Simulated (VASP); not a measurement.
# Br (P6/mmm) in VASP: further runs

The runs below take Br through single point, with PBE.

Program: VASP 6.6.1. These are calculated values, not measurements. Logs are shortened: lines on timing, memory, paths and dates and some standing lists are left out, and cuts for length are marked.

**1. The cell of the first run**

It takes space group P6/mmm (No. 191, hexagonal). Conventional cell: a = 5.108 Å, b = 5.108 Å, c = 2.514 Å, α = 90.00°, β = 90.00°, γ = 120.00°. Within 3.3 Å of Br (site symmetry 6/mmm) lie 14 Br at 2.51 to 3.21 Å. Br (site symmetry -6m2) has 11 Br at 2.51 to 3.21 Å within 3.3 Å.

**2. Single point, PBE (18.93 Å³/atom)**

INCAR

```
PREC = Accurate ; ENCUT = 520
EDIFF = 1E-7 ; ISMEAR = -1
SIGMA = 0.1 ; LREAL = False
LASPH = True ; NELM = 100
ALGO = Normal ; ISIF = 2
LWAVE = False ; LCHARG = True
GGA = PE ; LELF = True
LVHAR = True ; NBANDS = 18
```

KPOINTS

```
regular mesh
0
Gamma
  8 8 10
```

POSCAR

```
Br
1.0
    5.1078692632      0.0000000000      0.0000000000
   -2.5539346316      4.4235445412      0.0000000000
    0.0000000000      0.0000000000      2.5135092047
Br
3
Direct
    0.0000000000      0.0000000000      0.0000000000
    0.3333333333      0.6666666667      0.5000000000
    0.6666666667      0.3333333333      0.5000000000
```

Potentials or basis: VASP PAW PBE potentials, release 64 (Br).

The run is started by

```console
$ cat potpaw_PBE.64/Br/POTCAR > POTCAR
$ mpirun -np 1 vasp_std > vasp.out
```

OUTCAR:

```text
PREC = Accurate
   ENCUT = 520
   EDIFF = 1E-7
   ISMEAR = -1
   LREAL = False
   LASPH = True
   NELM = 100
   ISIF = 2
   GGA = PE

 ion  position               nearest neighbor table
   1  0.000  0.000  0.000-
   2  0.333  0.667  0.500-
   3  0.667  0.333  0.500-

  LATTYP: Found a hexagonal cell.
 ALAT       =     5.1078692632
 C/A-ratio  =     0.4920856575

  Lattice vectors:

 A1 = (   5.1078692632,   0.0000000000,   0.0000000000)
 A2 = (  -2.5539346316,   4.4235445412,   0.0000000000)
 A3 = (   0.0000000000,   0.0000000000,   2.5135092047)

Analysis of symmetry for initial positions (statically):
=====================================================================
 Subroutine PRICEL returns:
 Original cell was already a primitive cell.

 Routine SETGRP: Setting up the symmetry group for a
 hexagonal supercell.

 Subroutine GETGRP returns: Found 24 space group operations
 (whereof 24 operations were pure point group operations)
 out of a pool of 24 trial point group operations.

The static configuration has the point symmetry D_6h.

Analysis of symmetry for dynamics (positions and initial velocities):
=====================================================================
 Subroutine PRICEL returns:
 Original cell was already a primitive cell.

 Routine SETGRP: Setting up the symmetry group for a
 hexagonal supercell.

 Subroutine GETGRP returns: Found 24 space group operations
 (whereof 24 operations were pure point group operations)
 out of a pool of 24 trial point group operations.

The dynamic configuration has the point symmetry D_6h.

 Subroutine INISYM returns: Found 24 space group operations
 (whereof 24 operations are pure point group operations),
 and found     1 'primitive' translations

----------------------------------------------------------------------------------------

                                     Primitive cell

  volume of cell :      56.7925

  direct lattice vectors                    reciprocal lattice vectors
     5.107869263  0.000000000  0.000000000     0.195776350  0.113031528  0.000000000
    -2.553934632  4.423544541  0.000000000     0.000000000  0.226063057  0.000000000
     0.000000000  0.000000000  2.513509205     0.000000000  0.000000000  0.397850144

  length of vectors
     5.107869263  5.107869263  2.513509205     0.226063057  0.226063057  0.397850144

  position of ions in fractional coordinates (direct lattice)
     0.000000000  0.000000000  0.000000000
     0.333333333  0.666666667  0.500000000
     0.666666667  0.333333333  0.500000000

  ion indices of the primitive-cell ions
   primitive index   ion index
                 1           1
                 2           2
                 3           3

----------------------------------------------------------------------------------------

 KPOINTS: regular mesh

Automatic generation of k-mesh.
 Grid dimensions read from file:
 generate k-points for:    8    8   10

 Generating k-lattice:

  Cartesian coordinates                     Fractional coordinates (reciprocal lattice)
     0.024472044  0.014128941  0.000000000     0.125000000  0.000000000  0.000000000
     0.000000000  0.028257882  0.000000000     0.000000000  0.125000000  0.000000000
     0.000000000  0.000000000  0.039785014     0.000000000  0.000000000  0.100000000

  Length of vectors
     0.028257882  0.028257882  0.039785014

  Shift w.r.t. Gamma in fractional coordinates (k-lattice)
     0.000000000  0.000000000  0.000000000

 Subroutine IBZKPT returns following result:
 ===========================================

 Found     60 irreducible k-points:

 Following reciprocal coordinates:
            Coordinates               Weight
  0.000000  0.000000  0.000000      1.000000
  0.125000  0.000000  0.000000      6.000000
  0.250000  0.000000  0.000000      6.000000
  0.375000  0.000000  0.000000      6.000000
  0.500000  0.000000  0.000000      3.000000
  0.125000  0.125000  0.000000      6.000000
[... 16 lines left out ...]
  0.250000  0.000000  0.200000     12.000000
  0.375000  0.000000  0.200000     12.000000
 [... further k-points ...]
   k-points           NKPTS =     60   k-points in BZ     NKDIM =     60   number of bands    NBANDS=     18
   number of dos      NEDOS =    301   number of ions     NIONS =      3
   total plane-waves  NPLWV =  32000
   dimension x,y,z NGX =    40 NGY =   40 NGZ =   20
   dimension x,y,z NGXF=    80 NGYF=   80 NGZF=   40
   ions per type =               3
   NGX,Y,Z   is equivalent  to a cutoff of  13.02, 13.02, 13.23 a.u.
   NGXF,Y,Z  is equivalent  to a cutoff of  26.04, 26.04, 26.46 a.u.
 SYSTEM =  unknown system
   PREC   = accura    normal or accurate (medium, high low for compatibility)
   ISTART =      0    job   : 0-new  1-cont  2-samecut
   ICHARG =      2    charge: 1-file 2-atom 10-const
   ISPIN  =      1    spin polarized calculation?
   LNONCOLLINEAR =      F non collinear calculations
   LSORBIT =      F    spin-orbit coupling
   LASPH  =      T    aspherical Exc in radial PAW
   ENCUT  =  520.0 eV  38.22 Ry    6.18 a.u.   9.50  9.50  4.67*2*pi/ulx,y,z
   NELM   =    100;   NELMIN=  2; NELMDL= -5     # of ELM steps
   EDIFF  = 0.1E-06   stopping-criterion for ELM
   LREAL  =      F    real-space projection
   EDIFFG = 0.1E-05   stopping-criterion for IOM
   NSW    =      0    number of steps for IOM
   IBRION =     -1    ionic relax: 0-MD 1-quasi-New 2-CG
   NFREE  =      0    steps in history (QN), initial steepest desc. (CG)
   ISIF   =      2    stress and relaxation
   ISYM   =      2    0-nonsym 1-usesym 2-fastsym
   POTIM  = 0.5000    time-step for ionic-motion
   TEBEG  =    0.0;   TEEND  =   0.0 temperature during run
   PSTRESS=    0.0 pullay stress
   NELECT =      21.0000    total number of electrons
   NUPDOWN=      -1.0000    fix difference up-down
   EMIN   =  10.00;   EMAX   =-10.00  energy-range for DOS
   EFERMI =   0.00;   METHOD = LEGACY
   ISMEAR =    -1;   SIGMA  =   0.10  broadening in eV -4-tet -1-fermi 0-gaus
   EFERMI_NEDOS =   21; number of points for ismear=-14 and -15
   IALGO  =     38    algorithm
   IMIX   =      4    mixing-type and parameters
     AMIX     =   0.40;   BMIX     =  1.00
     AMIX_MAG =   1.60;   BMIX_MAG =  1.00
  volume/ion in A,a.u.               =      18.93       127.75
  Fermi-wavevector in a.u.,A,eV,Ry     =   1.175036  2.220495 18.785683  1.380709
  Thomas-Fermi vector in A             =   2.311423
   LORBIT       =      0    0 simple, 1 ext, 2 COOP (PROOUT), +10 PAW based schemes
   GGA     = PE    functional components
   LHFCALC =     F    Hartree Fock is set to
   AEXX    =    0.0000 exact exchange contribution
   IVDW    =     0    specifies the selected vdW correction
   LEPSILON=     F    determine dielectric tensor
   LRPA    =     F    only Hartree local field effects (RPA)
 non-spin polarized calculation
  energy-cutoff  :      520.00
  volume of cell :       56.79
 maximum number of plane-waves:      1563
 NGX is ok and might be reduce to    40
   NGX = 19   NGY = 19   NGZ =  9

 number of electron      20.9999998 magnetization

 Free energy of the ion-electron system (eV)
  ---------------------------------------------------
  ext. energy  EPLUGINS =         0.00000000
  ---------------------------------------------------
  free energy    TOTEN  =        -2.27119543 eV

  energy without entropy =       -2.19629240  energy(sigma->0) =       -2.23374391

 E-fermi :   5.6589     XC(G=0): -10.8492

 val. band max:        5.6415585234   @ k =   0.1250   0.1250   0.2000
 cond. band min:       5.6600846712   @ k =   0.2500   0.0000   0.5000
 fundamental gap:      0.0185261477
 Fermi energy:         5.6588550902

 k-point     1 :       0.0000    0.0000    0.0000
  band No.  band energies     occupation
      1     -12.6262      2.00000
      2     -10.3227      2.00000
      3     -10.0153      2.00000
      4      -0.2724      2.00000
      5      -0.2724      2.00000
      6       0.1148      2.00000
[... 10 lines left out ...]
     17      19.0853      0.00000
     18      19.0915      0.00000

 k-point     2 :       0.1250    0.0000    0.0000
  band No.  band energies     occupation
      1     -12.5485      2.00000
      2     -10.4003      2.00000
      3     -10.0846      2.00000
      4      -0.7798      2.00000
      5      -0.5980      2.00000
      6       0.7819      2.00000
[... 10 lines left out ...]
     17      17.7847      0.00000
     18      17.9924      0.00000

 k-point     3 :       0.2500    0.0000    0.0000
  band No.  band energies     occupation
      1     -12.3224      2.00000
      2     -10.6308      2.00000
      3     -10.2495      2.00000
      4      -1.2637      2.00000
      5      -0.5147      2.00000
      6       1.7315      2.00000
[... 10 lines left out ...]
     17      16.6666      0.00000
     18      18.6730      0.00000

 k-point     4 :       0.3750    0.0000    0.0000
  band No.  band energies     occupation
      1     -11.9731      2.00000
      2     -11.0104      2.00000
      3     -10.3900      2.00000
      4      -1.5620      2.00000
      5       0.0933      2.00000
      6       2.4885      2.00000
[... 375 lines left out ...]
      4       0.0058      2.00000
      5       0.1784      2.00000
      6       1.5464      2.00000
[... 10 lines left out ...]
     17      17.7516      0.00000
     18      18.6543      0.00000

 k-point    23 :       0.2500    0.0000    0.2000
  band No.  band energies     occupation
      1     -11.5105      2.00000
      2      -9.8498      2.00000
      3      -9.4947      2.00000
      4      -0.4597      2.00000
      5       0.2481      2.00000
      6       2.4480      2.00000
[... 10 lines left out ...]
     17      17.8758      0.00000
     18      18.6193      0.00000

 k-point    24 :       0.3750    0.0000    0.2000
  band No.  band energies     occupation
      1     -11.1700      2.00000
      2     -10.2219      2.00000
      3      -9.6234      2.00000
      4      -0.7494      2.00000
      5       0.8109      2.00000
      6       3.0605      2.00000
[... 10 lines left out ...]
     17      17.9531      0.00000
     18      18.0035      0.00000

 [... further k-points ...]

------------------------ aborting loop because EDIFF is reached ----------------------------------------

  FORCE on cell =-STRESS in cart. coord.  units (eV):
  Direction    XX          YY          ZZ          XY          YZ          ZX
  --------------------------------------------------------------------------------------
  -------------------------------------------------------------------------------------
  Total       10.2368536     10.2368536     10.2644930      0.0000000      0.0000000     -0.0000000
  in kB      288.7928357    288.7928357    289.5725752      0.0000000      0.0000000     -0.0000000
  external PRESSURE =     289.0527489 kB  Pullay stress =       0.0000000 kB

 VOLUME and BASIS-vectors are now :
 -----------------------------------------------------------------------------
  energy-cutoff  :      520.00
  volume of cell :       56.79
      direct lattice vectors                 reciprocal lattice vectors
     5.107869263  0.000000000  0.000000000     0.195776350  0.113031528  0.000000000
    -2.553934632  4.423544541  0.000000000     0.000000000  0.226063057  0.000000000
     0.000000000  0.000000000  2.513509205     0.000000000  0.000000000  0.397850144

 POSITION                                       TOTAL-FORCE (eV/Angst)
 -----------------------------------------------------------------------------------
      0.00000      0.00000      0.00000         0.000000      0.000000     -0.000000
     -0.00000      2.94903      1.25675        -0.000000      0.000000      0.000000
      2.55393      1.47451      1.25675         0.000000     -0.000000     -0.000000
 -----------------------------------------------------------------------------------
    total drift:                                0.000000     -0.000000      0.000000

  FREE ENERGIE OF THE ION-ELECTRON SYSTEM (eV)
  ---------------------------------------------------
  free  energy   TOTEN  =        -2.2711954290 eV

  energy  without entropy=       -2.1962923977  energy(sigma->0) =       -2.23374391
```

It took 22 s on 1 thread of Intel Xeon 6975P-C (Granite Rapids), shared host; peak memory 0.2 GiB.

Results:

- Free energy: -2.2712 eV
- Pressure: 28.9 GPa
- Band gap on the k mesh: zero (an odd number of electrons rules out a gap without spin polarisation)

Levels at points of the mesh, in eV from the Fermi level:
```csv
k point,band 8,band 9,band 10,band 11,band 12,band 13,band 14,band 15
"(0.00, 0.00, 0.00)",0.19,0.19,2.77,4.15,4.52,8.07,10.25,12.01
"(0.50, 0.00, 0.00)",-1.85,-1.63,3.41,3.63,4.24,6.35,9.61,9.91
"(0.00, 0.00, 0.50)",-3.10,-1.42,-1.42,-0.58,-0.58,5.04,5.04,8.66
"(0.50, 0.00, 0.50)",-1.73,-1.64,-0.63,-0.50,0.55,6.50,6.88,7.95
```

Caveat: the cell stands under pressure; an odd number of electrons without spin polarisation forces a metal; a magnetic or distorted state may lie lower.

**3. Single point, PBE (18.93 Å³/atom)**

INCAR

```
SYSTEM = Br
ALGO = Normal ; EDIFF = 1E-6
ENCUT = 520 ; GGA = PE
ISIF = 2 ; ISMEAR = -1
LASPH = .True. ; LCHARG = .False.
LREAL = .False. ; LWAVE = .False.
NBANDS = 18 ; NELM = 60
PREC = Accurate ; SIGMA = 0.1
```

KPOINTS

```
k-points
0
Gamma
  8 8 10
  0 0 0
```

POSCAR is that of step 2.

Potentials or basis: VASP PAW PBE potentials, release 64 (Br).

The run is started by

```console
$ cat potpaw_PBE.64/Br/POTCAR > POTCAR
$ mpirun -np 1 vasp_std > vasp.out
```

Run time: 17 s. Hardware: 1 thread of Intel Xeon 6975P-C (Granite Rapids), shared host; peak memory 0.19 GiB.

Results (log left out):

| Item | Value |
| --- | --- |
| Free energy | -2.2712 eV |
| Pressure | 28.9 GPa |
| Band gap on the k mesh | zero (an odd number of electrons rules out a gap without spin polarisation) |

Levels at points of the mesh, in eV from the Fermi level:
| k point | band 9 | band 10 | band 11 | band 12 | band 13 | band 14 |
| --- | --- | --- | --- | --- | --- | --- |
| (0.00, 0.00, 0.00) | 0.19 | 2.77 | 4.15 | 4.52 | 8.07 | 10.25 |
| (0.50, 0.00, 0.00) | -1.63 | 3.41 | 3.63 | 4.24 | 6.35 | 9.61 |
| (0.00, 0.00, 0.50) | -1.42 | -1.42 | -0.58 | -0.58 | 5.04 | 5.04 |
| (0.50, 0.00, 0.50) | -1.64 | -0.63 | -0.50 | 0.55 | 6.50 | 6.88 |

Caveat: the cell stands under pressure; an odd number of electrons without spin polarisation forces a metal; a magnetic or distorted state may lie lower.

(Continued in part 2 of 2.)
